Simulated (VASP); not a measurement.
# W3N4 (Pm-3m) in VASP: notebook

The runs below take W3N4 through single point, with LDA, PBEsol.

Program: VASP 6.6.1. These are calculated values, not measurements. Logs are shortened: lines on timing, memory, paths and dates and some standing lists are left out, and cuts for length are marked.

**1. The cell of the first run**

It takes space group Pm-3m (No. 221, cubic). Conventional cell: a = 4.156 Å, b = 4.156 Å, c = 4.156 Å, α = 90.00°, β = 90.00°, γ = 90.00°. Within 2.8 Å of W (site symmetry 4/mmm) lie 6 N at 2.08 Å. N (site symmetry m-3m) has 6 W at 2.08 Å within 2.8 Å. N (site symmetry 4/mmm) has 4 W at 2.08 Å within 2.8 Å.

**2. Single point, LDA**

Contents of INCAR:

```
SYSTEM = W3N4
PREC = Accurate ; ENCUT = 520
EDIFF = 1E-6 ; ISMEAR = 0
SIGMA = 0.1 ; LREAL = .FALSE.
LASPH = .TRUE. ; NELM = 100
ALGO = Normal ; ISIF = 2
LWAVE = .FALSE. ; LCHARG = .FALSE.
GGA = CA ; NBANDS = 40
```

Contents of KPOINTS:

```
Automatic mesh
0
G
  10 10 10
  0 0 0
```

Contents of POSCAR:

```
W3N4
1.0
    4.1556655820      0.0000000000      0.0000000000
    0.0000000000      4.1556655820      0.0000000000
    0.0000000000      0.0000000000      4.1556655820
W N
3 4
Direct
    0.5000000000      0.5000000000      0.0000000000
    0.0000000000      0.5000000000      0.5000000000
    0.5000000000      0.0000000000      0.5000000000
    0.5000000000      0.5000000000      0.5000000000
    0.5000000000      0.0000000000      0.0000000000
    0.0000000000      0.5000000000      0.0000000000
    0.0000000000      0.0000000000      0.5000000000
```

Potentials or basis: VASP PAW LDA potentials, release 64 (W_sv, N).

On the command line:

```console
$ cat potpaw_LDA.64/W_sv/POTCAR potpaw_LDA.64/N/POTCAR > POTCAR
$ mpirun -np 1 vasp_std > vasp.out
```

OUTCAR:

```text
SYSTEM = W3N4
   PREC = Accurate
   ENCUT = 520
   EDIFF = 1E-6
   ISMEAR = 0
   LREAL = .FALSE.
   LASPH = .TRUE.
   NELM = 100
   ISIF = 2
   GGA = CA

 ion  position               nearest neighbor table
   1  0.500  0.500  0.000-   4 2.08   5 2.08   6 2.08   4 2.08   5 2.08   6 2.08   3 2.94   3 2.94
                             3 2.94   2 2.94   3 2.94   2 2.94   2 2.94   2 2.94
   2  0.000  0.500  0.500-   4 2.08   6 2.08   7 2.08   6 2.08   7 2.08   4 2.08   3 2.94   3 2.94
                             1 2.94   1 2.94   3 2.94   1 2.94   1 2.94   3 2.94
   3  0.500  0.000  0.500-   4 2.08   5 2.08   7 2.08   5 2.08   4 2.08   7 2.08   2 2.94   1 2.94
                             2 2.94   1 2.94   1 2.94   2 2.94   1 2.94   2 2.94
   4  0.500  0.500  0.500-   1 2.08   2 2.08   3 2.08   1 2.08   3 2.08   2 2.08
   5  0.500  0.000  0.000-   1 2.08   3 2.08   3 2.08   1 2.08
   6  0.000  0.500  0.000-   1 2.08   2 2.08   2 2.08   1 2.08
   7  0.000  0.000  0.500-   2 2.08   3 2.08   2 2.08   3 2.08

  LATTYP: Found a simple cubic cell.
 ALAT       =     4.1556655820

  Lattice vectors:

 A1 = (   4.1556655820,   0.0000000000,   0.0000000000)
 A2 = (   0.0000000000,   4.1556655820,   0.0000000000)
 A3 = (   0.0000000000,   0.0000000000,   4.1556655820)

Analysis of symmetry for initial positions (statically):
=====================================================================
 Subroutine PRICEL returns:
 Original cell was already a primitive cell.

 Routine SETGRP: Setting up the symmetry group for a
 simple cubic supercell.

 Subroutine GETGRP returns: Found 48 space group operations
 (whereof 48 operations were pure point group operations)
 out of a pool of 48 trial point group operations.

The static configuration has the point symmetry O_h .

Analysis of symmetry for dynamics (positions and initial velocities):
=====================================================================
 Subroutine PRICEL returns:
 Original cell was already a primitive cell.

 Routine SETGRP: Setting up the symmetry group for a
 simple cubic supercell.

 Subroutine GETGRP returns: Found 48 space group operations
 (whereof 48 operations were pure point group operations)
 out of a pool of 48 trial point group operations.

The dynamic configuration has the point symmetry O_h .

 Subroutine INISYM returns: Found 48 space group operations
 (whereof 48 operations are pure point group operations),
 and found     1 'primitive' translations

----------------------------------------------------------------------------------------

                                     Primitive cell

  volume of cell :      71.7665

  direct lattice vectors                    reciprocal lattice vectors
     4.155665582  0.000000000  0.000000000     0.240635340  0.000000000  0.000000000
     0.000000000  4.155665582  0.000000000     0.000000000  0.240635340  0.000000000
     0.000000000  0.000000000  4.155665582     0.000000000  0.000000000  0.240635340

  length of vectors
     4.155665582  4.155665582  4.155665582     0.240635340  0.240635340  0.240635340

  position of ions in fractional coordinates (direct lattice)
     0.500000000  0.500000000  0.000000000
     0.000000000  0.500000000  0.500000000
     0.500000000  0.000000000  0.500000000
     0.500000000  0.500000000  0.500000000
     0.500000000  0.000000000  0.000000000
     0.000000000  0.500000000  0.000000000
     0.000000000  0.000000000  0.500000000

  ion indices of the primitive-cell ions
   primitive index   ion index
                 1           1
                 2           2
                 3           3
                 4           4
                 5           5
                 6           6
                 7           7

----------------------------------------------------------------------------------------

 KPOINTS: Automatic mesh

Automatic generation of k-mesh.
 Grid dimensions read from file:
 generate k-points for:   10   10   10

 Generating k-lattice:

  Cartesian coordinates                     Fractional coordinates (reciprocal lattice)
     0.024063534  0.000000000  0.000000000     0.100000000  0.000000000  0.000000000
     0.000000000  0.024063534  0.000000000     0.000000000  0.100000000  0.000000000
     0.000000000  0.000000000  0.024063534     0.000000000  0.000000000  0.100000000

  Length of vectors
     0.024063534  0.024063534  0.024063534

  Shift w.r.t. Gamma in fractional coordinates (k-lattice)
     0.000000000  0.000000000  0.000000000

 Subroutine IBZKPT returns following result:
 ===========================================

 Found     56 irreducible k-points:

 Following reciprocal coordinates:
            Coordinates               Weight
  0.000000  0.000000  0.000000      1.000000
  0.100000  0.000000  0.000000      6.000000
  0.200000  0.000000  0.000000      6.000000
  0.300000  0.000000  0.000000      6.000000
  0.400000  0.000000  0.000000      6.000000
  0.500000  0.000000  0.000000      3.000000
[... 16 lines left out ...]
  0.200000  0.100000  0.100000     24.000000
  0.300000  0.100000  0.100000     24.000000
 [... further k-points ...]
   k-points           NKPTS =     56   k-points in BZ     NKDIM =     56   number of bands    NBANDS=     40
   number of dos      NEDOS =    301   number of ions     NIONS =      7
   total plane-waves  NPLWV =  32768
   dimension x,y,z NGX =    32 NGY =   32 NGZ =   32
   dimension x,y,z NGXF=    64 NGYF=   64 NGZF=   64
   ions per type =               3   4
   NGX,Y,Z   is equivalent  to a cutoff of  12.80, 12.80, 12.80 a.u.
   NGXF,Y,Z  is equivalent  to a cutoff of  25.60, 25.60, 25.60 a.u.
 SYSTEM =  W3N4
   PREC   = accura    normal or accurate (medium, high low for compatibility)
   ISTART =      0    job   : 0-new  1-cont  2-samecut
   ICHARG =      2    charge: 1-file 2-atom 10-const
   ISPIN  =      1    spin polarized calculation?
   LNONCOLLINEAR =      F non collinear calculations
   LSORBIT =      F    spin-orbit coupling
   LASPH  =      T    aspherical Exc in radial PAW
   ENCUT  =  520.0 eV  38.22 Ry    6.18 a.u.   7.73  7.73  7.73*2*pi/ulx,y,z
   NELM   =    100;   NELMIN=  2; NELMDL= -5     # of ELM steps
   EDIFF  = 0.1E-05   stopping-criterion for ELM
   LREAL  =      F    real-space projection
   EDIFFG = 0.1E-04   stopping-criterion for IOM
   NSW    =      0    number of steps for IOM
   IBRION =     -1    ionic relax: 0-MD 1-quasi-New 2-CG
   NFREE  =      0    steps in history (QN), initial steepest desc. (CG)
   ISIF   =      2    stress and relaxation
   ISYM   =      2    0-nonsym 1-usesym 2-fastsym
   POTIM  = 0.5000    time-step for ionic-motion
   TEBEG  =    0.0;   TEEND  =   0.0 temperature during run
   PSTRESS=    0.0 pullay stress
   NELECT =      62.0000    total number of electrons
   NUPDOWN=      -1.0000    fix difference up-down
   EMIN   =  10.00;   EMAX   =-10.00  energy-range for DOS
   EFERMI =   0.00;   METHOD = LEGACY
   ISMEAR =     0;   SIGMA  =   0.10  broadening in eV -4-tet -1-fermi 0-gaus
   EFERMI_NEDOS =   21; number of points for ismear=-14 and -15
   IALGO  =     38    algorithm
   IMIX   =      4    mixing-type and parameters
     AMIX     =   0.40;   BMIX     =  1.00
     AMIX_MAG =   1.60;   BMIX_MAG =  1.00
  volume/ion in A,a.u.               =      10.25        69.19
  Fermi-wavevector in a.u.,A,eV,Ry     =   1.559187  2.946436 33.076625  2.431063
  Thomas-Fermi vector in A             =   2.662582
   LORBIT       =      0    0 simple, 1 ext, 2 COOP (PROOUT), +10 PAW based schemes
   GGA     = CA    functional components
   LHFCALC =     F    Hartree Fock is set to
   AEXX    =    0.0000 exact exchange contribution
   IVDW    =     0    specifies the selected vdW correction
   LEPSILON=     F    determine dielectric tensor
   LRPA    =     F    only Hartree local field effects (RPA)
 non-spin polarized calculation
 Gauss-broadening in eV      SIGMA  =   0.10
  energy-cutoff  :      520.00
  volume of cell :       71.77
 maximum number of plane-waves:      1956
 NGX is ok and might be reduce to    32
   NGX = 15   NGY = 15   NGZ = 15

 number of electron      62.0000002 magnetization

 Free energy of the ion-electron system (eV)
  ---------------------------------------------------
  ext. energy  EPLUGINS =         0.00000000
  ---------------------------------------------------
  free energy    TOTEN  =       -80.67694484 eV

  energy without entropy =      -80.66428302  energy(sigma->0) =      -80.67061393

 E-fermi :  11.0298     XC(G=0): -13.5380

 val. band max:       11.0252429874   @ k =   0.5000   0.1000   0.0000
 cond. band min:      11.0304986963   @ k =   0.5000   0.0000   0.0000
 fundamental gap:      0.0052557090
 Fermi energy:        11.0297690156

 k-point     1 :       0.0000    0.0000    0.0000
  band No.  band energies     occupation
      1     -64.2606      2.00000
      2     -64.1787      2.00000
      3     -64.1787      2.00000
      4     -29.2159      2.00000
      5     -29.2159      2.00000
      6     -29.2159      2.00000
[... 32 lines left out ...]
     39      13.8649      0.00000
     40      13.8650      0.00000

 k-point     2 :       0.1000    0.0000    0.0000
  band No.  band energies     occupation
      1     -64.2588      2.00000
      2     -64.1805      2.00000
      3     -64.1787      2.00000
      4     -29.2080      2.00000
      5     -29.2080      2.00000
      6     -29.2040      2.00000
[... 32 lines left out ...]
     39      13.7920      0.00000
     40      13.8658      0.00000

 k-point     3 :       0.2000    0.0000    0.0000
  band No.  band energies     occupation
      1     -64.2537      2.00000
      2     -64.1856      2.00000
      3     -64.1787      2.00000
      4     -29.1862      2.00000
      5     -29.1862      2.00000
      6     -29.1694      2.00000
[... 32 lines left out ...]
     39      13.5429      0.00000
     40      13.8679      0.00000

 k-point     4 :       0.3000    0.0000    0.0000
  band No.  band energies     occupation
      1     -64.2461      2.00000
      2     -64.1932      2.00000
      3     -64.1787      2.00000
      4     -29.1566      2.00000
      5     -29.1566      2.00000
      6     -29.1162      2.00000
[... 32 lines left out ...]
     39      13.5370      0.00000
     40      13.8706      0.00000
[... 772 lines left out ...]
     39      13.7344      0.00000
     40      13.8019      0.00000

 k-point    23 :       0.2000    0.1000    0.1000
  band No.  band energies     occupation
      1     -64.2505      2.00000
      2     -64.1862      2.00000
      3     -64.1813      2.00000
      4     -29.2503      2.00000
      5     -29.1419      2.00000
      6     -29.1038      2.00000
[... 32 lines left out ...]
     39      13.7215      0.00000
     40      14.0821      0.00000

 k-point    24 :       0.3000    0.1000    0.1000
  band No.  band energies     occupation
      1     -64.2432      2.00000
      2     -64.1935      2.00000
      3     -64.1813      2.00000
      4     -29.2434      2.00000
      5     -29.1122      2.00000
      6     -29.0378      2.00000
[... 32 lines left out ...]
     39      14.0991      0.00000
     40      14.3289      0.00000

 [... further k-points ...]

------------------------ aborting loop because EDIFF is reached ----------------------------------------

  FORCE on cell =-STRESS in cart. coord.  units (eV):
  Direction    XX          YY          ZZ          XY          YZ          ZX
  --------------------------------------------------------------------------------------
  -------------------------------------------------------------------------------------
  Total        1.3233635      1.3233635      1.3233635      0.0000000     -0.0000000     -0.0000000
  in kB       29.5439088     29.5439088     29.5439088      0.0000000     -0.0000000     -0.0000000
  external PRESSURE =      29.5439088 kB  Pullay stress =       0.0000000 kB

 VOLUME and BASIS-vectors are now :
 -----------------------------------------------------------------------------
  energy-cutoff  :      520.00
  volume of cell :       71.77
      direct lattice vectors                 reciprocal lattice vectors
     4.155665582  0.000000000  0.000000000     0.240635340  0.000000000  0.000000000
     0.000000000  4.155665582  0.000000000     0.000000000  0.240635340  0.000000000
     0.000000000  0.000000000  4.155665582     0.000000000  0.000000000  0.240635340

 POSITION                                       TOTAL-FORCE (eV/Angst)
 -----------------------------------------------------------------------------------
      2.07783      2.07783      0.00000         0.000000      0.000000      0.000000
      0.00000      2.07783      2.07783         0.000000      0.000000      0.000000
      2.07783      0.00000      2.07783         0.000000      0.000000      0.000000
      2.07783      2.07783      2.07783         0.000000      0.000000      0.000000
      2.07783      0.00000      0.00000         0.000000      0.000000      0.000000
      0.00000      2.07783      0.00000         0.000000      0.000000      0.000000
      0.00000      0.00000      2.07783         0.000000      0.000000      0.000000
 -----------------------------------------------------------------------------------
    total drift:                                0.000000     -0.000000     -0.000000

  FREE ENERGIE OF THE ION-ELECTRON SYSTEM (eV)
  ---------------------------------------------------
  free  energy   TOTEN  =       -80.6769448426 eV

  energy  without entropy=      -80.6642830188  energy(sigma->0) =      -80.67061393
```

Run time: 47 s. Hardware: 1 thread of Intel Xeon 6975P-C (Granite Rapids), shared host; peak memory 0.23 GiB.

What came out:

| Property | Result |
| --- | --- |
| Free energy | -80.6769 eV |
| Pressure | 3.0 GPa |
| Band gap on the k mesh | zero (bands 31 and 32 overlap by 2.61 eV) |

Caveat: spin-orbit coupling is left out, which moves the levels of the heavy elements.

**3. Single point, PBEsol**

This run uses another cell than the first one, of 10.43 Å³/atom.

Contents of INCAR:

```
  PREC = Accurate
  ENCUT = 520
  EDIFF = 1E-7
  ISMEAR = 0
  SIGMA = 0.1
  LREAL = False
  LASPH = True
  NELM = 80
  ALGO = Normal
  ISIF = 2
  LWAVE = False
  LCHARG = True
  GGA = PS
  LELF = True
  LVHAR = True
  NBANDS = 40
```

Contents of KPOINTS:

```
Automatic mesh
0
Gamma
  10 10 10
```

POSCAR, as its differences from that of step 2:

```diff
@@ -2,5 +2,5 @@
 1.0
-    4.1556655820      0.0000000000      0.0000000000
-    0.0000000000      4.1556655820      0.0000000000
-    0.0000000000      0.0000000000      4.1556655820
+    4.1790373682      0.0000000000      0.0000000000
+    0.0000000000      4.1790373682      0.0000000000
+    0.0000000000      0.0000000000      4.1790373682
 W N
```

Potentials or basis: VASP PAW PBE potentials, release 64 (W_sv, N).

On the command line:

```console
$ cat potpaw_PBE.64/W_sv/POTCAR potpaw_PBE.64/N/POTCAR > POTCAR
$ mpirun -np 1 vasp_std > vasp.out
```

It took 57 s on 1 thread of Intel Xeon 6975P-C (Granite Rapids), shared host; peak memory 0.25 GiB.

The run converged. Its results:

- Free energy: -77.3200 eV
- Pressure: 1.6 GPa
- Band gap on the k mesh: zero (bands 31 and 32 overlap by 2.54 eV)

Levels at points of the mesh, in eV from the Fermi level:
| k point | band 27 | band 28 | band 29 | band 30 | band 31 | band 32 | band 33 | band 34 | band 35 | band 36 |
| --- | --- | --- | --- | --- | --- | --- | --- | --- | --- | --- |
| (0.00, 0.00, 0.00) | -3.41 | -3.41 | -2.08 | -2.08 | -2.08 | -0.83 | -0.83 | -0.83 | -0.31 | -0.31 |
| (0.50, 0.00, 0.00) | -3.59 | -3.59 | -3.35 | -1.68 | -0.03 | 0.00 | 0.00 | 0.24 | 0.24 | 2.07 |
| (0.50, 0.50, 0.00) | -5.57 | -1.44 | -0.54 | 0.35 | 0.38 | 0.55 | 0.55 | 1.29 | 1.29 | 2.26 |
| (0.50, 0.50, 0.50) | -2.80 | -2.80 | 1.16 | 1.16 | 1.16 | 1.71 | 1.71 | 1.71 | 2.67 | 2.67 |

Caveat: the PAW data sets were made with another functional, which shifts forces and pressure a little; spin-orbit coupling is left out, which moves the levels of the heavy elements.
